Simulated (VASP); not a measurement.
Wanted: the native input for a VASP 6.6.1 run.

| Item | Value |
| --- | --- |
| Task | relaxation of cell and atoms |
| Functional | PBE |
| Potentials or basis | VASP PAW PBE potentials, release 64 (W_sv, C) |
| Cutoff | 600 eV |
| k mesh | 15 × 15 × 14 |
| Occupations | fermi-dirac, width 0.08 eV |
| Spin | no spin polarisation |
| Target pressure | -0.037 GPa |
| Dipole correction | no |
| Further INCAR settings | ALGO = Normal; EDIFF = 1e-06; IBRION = 2; EDIFFG = -0.005; NSW = 60; ISIF = 3 |

The structure of WC (WC type) lies in POSCAR:

```
WC
1.0
    2.9145173936      0.0000000000      0.0000000000
   -1.4572586968      2.5240461027      0.0000000000
    0.0000000000      0.0000000000      2.8562270458
W C
1 1
Direct
    0.0000000000      0.0000000000      0.0000000000
    0.3333333333      0.6666666667      0.5000000000
```

One way to write it, as run:

INCAR

```
SYSTEM = WC
ALGO = Normal ; EDIFF = 1E-6
EDIFFG = -0.005 ; ENCUT = 600
GGA = PE ; IBRION = 2
ISIF = 3 ; ISMEAR = -1
LASPH = .TRUE. ; LCHARG = .FALSE.
LREAL = .FALSE. ; LWAVE = .FALSE.
NELM = 80 ; NSW = 60
PREC = Accurate ; PSTRESS = -0.37
SIGMA = 0.08
```

KPOINTS

```
k-points
0
G
  15 15 14
  0 0 0
```

Potentials or basis: VASP PAW PBE potentials, release 64 (W_sv, C).

Run with:

```bash
$ cat potpaw_PBE.64/W_sv/POTCAR potpaw_PBE.64/C/POTCAR > POTCAR
$ mpirun -np 1 vasp_std > vasp.out
```

Results of the run:

The relaxed volume is 10.55 Å³/atom, the relaxed cell is a = 2.925 Å, b = 2.925 Å, c = 2.849 Å, α = 90.00°, β = 90.00°, γ = 120.00° and the space group after relaxing (to 0.1 Å) is P-6m2 (No. 187). The energy change on relaxing (the run minimises the enthalpy) is -0.7 meV/atom. The ionic steps are 5. The pressure after relaxing is 0.0 GPa and the band gap on the k mesh is zero (bands 9 and 10 overlap by 1.19 eV).

Caveat: the cell is relaxed towards a set pressure, so the run minimises the enthalpy, not the energy; spin-orbit coupling is left out, which moves the levels of the heavy elements.

It took 2.8 min on 1 thread of Intel Xeon 8259CL, with other jobs on the host, peak memory 0.21 GiB.
